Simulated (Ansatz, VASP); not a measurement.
Ti in VASP and in Ansatz

The input INCAR:

```
SYSTEM = Ti
ALGO     = Fast           ! electronic algorithm
EDIFF    = 1E-7           ! SCF threshold, eV
ENCUT    = 520            ! plane-wave cutoff, eV
GGA      = PS             ! functional
ISIF     = 2              ! what is computed and relaxed
ISMEAR   = -1             ! smearing method
LASPH    = .True.         ! aspherical terms in the spheres
LCHARG   = .False.        ! write CHGCAR
LREAL    = .False.        ! projectors in reciprocal space
LWAVE    = .False.        ! write WAVECAR
NBANDS   = 12             ! bands
NELM     = 60             ! most SCF steps
PREC     = Accurate       ! precision mode
SIGMA    = 0.05           ! smearing width, eV
```

File KPOINTS:

```
k-points
0
Gamma
  11 11 11
  0 0 0
```

Contents of POSCAR:

```
Ti
1.0
    0.0000000000      1.9885598007      1.9885598007
    1.9885598007      0.0000000000      1.9885598007
    1.9885598007      1.9885598007      0.0000000000
Ti
1
Direct
    0.0000000000      0.0000000000      0.0000000000
```

input.yaml

```yaml
crystal:
  lattice:
    - [0.0, 1.9885598007, 1.9885598007]
    - [1.9885598007, 0.0, 1.9885598007]
    - [1.9885598007, 1.9885598007, 0.0]
  atoms:
    - { symbol: Ti, position: [0.0, 0.0, 0.0] }
hamiltonian:
  xc: pbesol
  pseudopotentials: { kind: paw }
kpoints:
  mp_grid: { grid: [11, 11, 11] }
scf:
  occupations: { method: fermi_dirac, width: 0.05 }
output:
  forces: true
  stress: true
  eigenvalues: true
```

Alike in both runs: task single point; functional PBEsol; k mesh 11 × 11 × 11; occupations fermi-dirac, width 0.05 eV; no spin polarisation.

|  | VASP | Ansatz |
| --- | --- | --- |
| version | VASP 6.6.1 | Ansatz 0.2.0 |
| potentials or method | VASP PAW PBE potentials, release 64 (Ti_sv) | Ansatz PAW |
| plane-wave cutoff (eV) | 520 | 420 |
| valence electrons in the cell | 12 | 12 |

Ansatz gave:

* gap on the k mesh at the Fermi level (eV): none
* pressure (GPa): 7.2

Problem. Estimate VASP's values.

Solution. gap on the k mesh at the Fermi level (eV): none; pressure (GPa): 6.8.

VASP's potentials were made for PBE, not for PBEsol. A gap of «none» marks a metal or a gap that the smearing closes.
